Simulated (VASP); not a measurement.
A run of VASP 6.6.1 is set up as follows.

The input INCAR:

```
SYSTEM = Ca4Pt3
PREC = Accurate ; ENCUT = 520
EDIFF = 1E-6 ; ISMEAR = 0
SIGMA = 0.1 ; LREAL = .FALSE.
LASPH = .TRUE. ; NELM = 100
ALGO = Fast ; ISIF = 2
LWAVE = .FALSE. ; LCHARG = .TRUE.
GGA = PE ; LELF = .TRUE.
LVHAR = .TRUE. ; NBANDS = 44
```

KPOINTS

```
regular mesh
0
G
  8 8 8
  0 0 0
```

File POSCAR:

```
Ca4Pt3
1.0
    5.8032112065      0.0000000000      0.0000000000
    0.0000000000      5.8032112065      0.0000000000
    0.0000000000      0.0000000000      5.8032112065
Ca Pt
4 3
Direct
    0.5000000000      0.5000000000      0.5000000000
    0.5000000000      0.0000000000      0.0000000000
    0.0000000000      0.5000000000      0.0000000000
    0.0000000000      0.0000000000      0.5000000000
    0.5000000000      0.5000000000      0.0000000000
    0.0000000000      0.5000000000      0.5000000000
    0.5000000000      0.0000000000      0.5000000000
```

Potentials or basis: VASP PAW PBE potentials, release 64 (Ca_sv, Pt).

The run is started by

```bash
$ cat potpaw_PBE.64/Ca_sv/POTCAR potpaw_PBE.64/Pt/POTCAR > POTCAR
$ mpirun -np 1 vasp_std > vasp.out
```

**Question.** Estimate the band gap on the k mesh.

**Answer.** Zero (bands 35 and 36 overlap by 1.05 eV).

**Question.** What does it give for the pressure?

**Answer.** 0.1 GPa.

Caveat: spin-orbit coupling is left out, which moves the levels of the heavy elements.
